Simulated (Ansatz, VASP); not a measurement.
Two plane-wave programs on BaZrO3

POSCAR

```
BaZrO3
1.0
    4.2271626520      0.0000000000      0.0000000000
    0.0000000000      4.2271626520      0.0000000000
    0.0000000000      0.0000000000      4.2271626520
Ba Zr O
1 1 3
Direct
    0.0000000000      0.0000000000      0.0000000000
    0.5000000000      0.5000000000      0.5000000000
    0.0000000000      0.5000000000      0.5000000000
    0.5000000000      0.0000000000      0.5000000000
    0.5000000000      0.5000000000      0.0000000000
```

INCAR.step1

```
PREC = Accurate
ENCUT = 600
ISMEAR = 0
SIGMA = 0.02
LREAL = F
LASPH = T
NELM = 60
GGA = PE
ALGO = Normal
EDIFF = 1E-4
LWAVE = T
LCHARG = F
```

INCAR.step2

```
PREC = Accurate
ENCUT = 600
EDIFF = 1E-6
ISMEAR = 0
SIGMA = 0.02
LREAL = F
LASPH = T
NELM = 60
ALGO = Normal
ISIF = 3
LWAVE = F
LCHARG = F
METAGGA = R2SCAN
LMIXTAU = T
IBRION = 2
NSW = 70
EDIFFG = -0.005
ISTART = 1
```

KPOINTS

```
Automatic mesh
0
Gamma
  6 6 6
```

Input for Ansatz:

```yaml
crystal:
  lattice:
    - [4.227162652, 0.0, 0.0]
    - [0.0, 4.227162652, 0.0]
    - [0.0, 0.0, 4.227162652]
  atoms:
    - { symbol: Ba, position: [0.0, 0.0, 0.0] }
    - { symbol: Zr, position: [0.5, 0.5, 0.5] }
    - { symbol: O, position: [0.0, 0.5, 0.5] }
    - { symbol: O, position: [0.5, 0.0, 0.5] }
    - { symbol: O, position: [0.5, 0.5, 0.0] }
basis:
  ecutwfc: 500
kpoints:
  mp_grid: { grid: [6, 6, 6] }
hamiltonian:
  xc: r2scan
scf:
  occupations: { method: gaussian, width: 0.02 }
output:
  forces: true
  stress: true
  eigenvalues: true
  write_density: true
  write_potential: true
  elf: true
  volumetric_format: npy
relax:
  adjacent_minimum: "off"
  f_tol: 0.005
  max_steps: 50
  cell: { stress_tol: 0.05 }
```

Alike in both runs: task relaxation of cell and atoms; functional r2SCAN; k mesh 6 × 6 × 6; occupations gaussian, width 0.02 eV; no spin polarisation.

|  | VASP | Ansatz |
| --- | --- | --- |
| version | VASP 6.6.1 | Ansatz 0.2.0 |
| potentials or method | VASP PAW PBE potentials, release 64 (Ba_sv, Zr_sv, O), cutoff 600 eV | scalar-relativistic, plane waves, PAW |
| valence electrons in the cell | 40 | 40 |

Ansatz gave:

| Quantity | Value |
| --- | --- |
| gap on the k mesh at the Fermi level, each at its own relaxed structure (eV) | 3.73 |
| relaxed volume (Å³/atom) | 14.87 |
| relaxed cell length with the largest relative difference (Å) | 4.205 |

Task: What did VASP give for the same quantities?

Result: gap on the k mesh at the Fermi level, each at its own relaxed structure (eV): 3.67; relaxed volume (Å³/atom): 14.95; relaxed cell length with the largest relative difference (Å): 4.213.

VASP's potentials were made for PBE, not for r2SCAN.

Neither program's run includes spin-orbit coupling.
